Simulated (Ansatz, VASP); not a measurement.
BaAl2B4: VASP beside Ansatz

Contents of INCAR:

```
SYSTEM = BaAl2B4
  ALGO = Normal
  EDIFF = 1E-6
  EDIFFG = -0.01
  ENCUT = 600
  GGA = PE
  IBRION = 2
  ISIF = 3
  ISMEAR = 0
  LASPH = .True.
  LCHARG = .False.
  LREAL = .False.
  LWAVE = .False.
  NELM = 60
  NSW = 100
  PREC = Accurate
  SIGMA = 0.1
```

Contents of KPOINTS:

```
k-points
0
Gamma
  15 15 4
  0 0 0
```

The input POSCAR:

```
BaAl2B4
1.0
    3.1819934423      0.0000000000      0.0000000000
   -1.5909967212      2.7556871557      0.0000000000
    0.0000000000      0.0000000000     10.2676303981
Ba Al B
1 2 4
Direct
    0.0000000000      0.0000000000      0.0000000000
    0.0000000000      0.0000000000      0.6249184531
    0.0000000000      0.0000000000      0.3750815469
    0.3333333333      0.6666666667      0.7595291171
    0.6666666667      0.3333333333      0.7595291171
    0.6666666667      0.3333333333      0.2404708829
    0.3333333333      0.6666666667      0.2404708829
```

Input for Ansatz:

```yaml
crystal:
  lattice:
    - [3.1819934423, 0.0, 0.0]
    - [-1.5909967212, 2.7556871557, 0.0]
    - [0.0, 0.0, 10.2676303981]
  atoms:
    - { symbol: Ba, position: [0.0, 0.0, 0.0] }
    - { symbol: Al, position: [0.0, 0.0, 0.6249184531] }
    - { symbol: Al, position: [0.0, 0.0, 0.3750815469] }
    - { symbol: B, position: [0.3333333333, 0.6666666667, 0.7595291171] }
    - { symbol: B, position: [0.6666666667, 0.3333333333, 0.7595291171] }
    - { symbol: B, position: [0.6666666667, 0.3333333333, 0.2404708829] }
    - { symbol: B, position: [0.3333333333, 0.6666666667, 0.2404708829] }
basis:
  ecutwfc: 420
kpoints:
  mp_grid: { grid: [15, 15, 4] }
hamiltonian:
  xc: pbe
scf:
  occupations: { method: gaussian, width: 0.1 }
output:
  forces: true
  stress: true
  eigenvalues: true
  write_density: true
  write_potential: true
  elf: true
  volumetric_format: npy
relax:
  adjacent_minimum: "off"
  f_tol: 0.01
  max_steps: 80
  cell: { stress_tol: 0.05 }
```

Alike in both runs: task relaxation of cell and atoms; functional PBE; k mesh 15 × 15 × 4; occupations gaussian, width 0.1 eV; no spin polarisation.

```csv
,VASP,Ansatz
version,VASP 6.6.1,Ansatz 0.2.0
potentials or method,"VASP PAW PBE potentials, release 64 (Ba_sv, Al, B), cutoff 600 eV","scalar-relativistic, plane waves, PAW"
valence electrons in the cell,28,28
```

Ansatz gave:

| Quantity | Value |
| --- | --- |
| gap on the k mesh at the Fermi level, each at its own relaxed structure (eV) | none |
| relaxed volume (Å³/atom) | 12.90 |
| relaxed length of the cell vector where the two differ most in proportion (Å) | 10.303 |

**Question.** What did VASP give for the same quantities?

**Answer.** gap on the k mesh at the Fermi level, each at its own relaxed structure (eV): none; relaxed volume (Å³/atom): 13.05; relaxed length of the cell vector where the two differ most in proportion (Å): 10.347.

A gap of «none» marks a metal or a gap that the smearing closes.

Neither program's run includes spin-orbit coupling.
